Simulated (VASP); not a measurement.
A run of VASP 6.6.1:

Contents of INCAR:

```
  PREC = Accurate
  ENCUT = 520
  EDIFF = 1E-6
  ISMEAR = 0
  SIGMA = 0.1
  LREAL = F
  LASPH = T
  NELM = 80
  ALGO = Normal
  ISIF = 2
  LWAVE = F
  LCHARG = F
  GGA = PE
  NBANDS = 33
```

File KPOINTS:

```
Automatic mesh
0
Gamma
  6 6 2
```

File POSCAR:

```
K2Nb2O
1.0
    4.5219239100      0.0000000000      0.0000000000
   -2.2609619600      3.9161009800      0.0000000000
    0.0000000000      0.0000000000      7.9565783600
K Nb O
2 2 1
Direct
    0.0000000000      0.0000000000      0.6861934400
    0.0000000000      0.0000000000      0.3138065600
    0.3333333300      0.6666666700      0.0000000000
    0.6666666700      0.3333333300      0.0000000000
    0.0000000000      0.0000000000      0.0000000000
```

Potentials or basis: VASP PAW PBE potentials, release 64 (K_sv, Nb_sv, O).

Command:

```bash
$ cat potpaw_PBE.64/K_sv/POTCAR potpaw_PBE.64/Nb_sv/POTCAR potpaw_PBE.64/O/POTCAR > POTCAR
$ mpirun -np 1 vasp_std > vasp.out
```

Hardware: 1 thread of Intel(R) Xeon(R) Platinum 8259CL CPU @ 2.50GHz (Skylake/Cascade Lake), on a shared host.

Task: Estimate the wall time of this run.

Result: Run time: 95 s on 1 thread of Intel(R) Xeon(R) Platinum 8259CL CPU @ 2.50GHz (Skylake/Cascade Lake) (shared host), peak memory 0.29 GiB. Counts: scf iterations 15, k points 14.
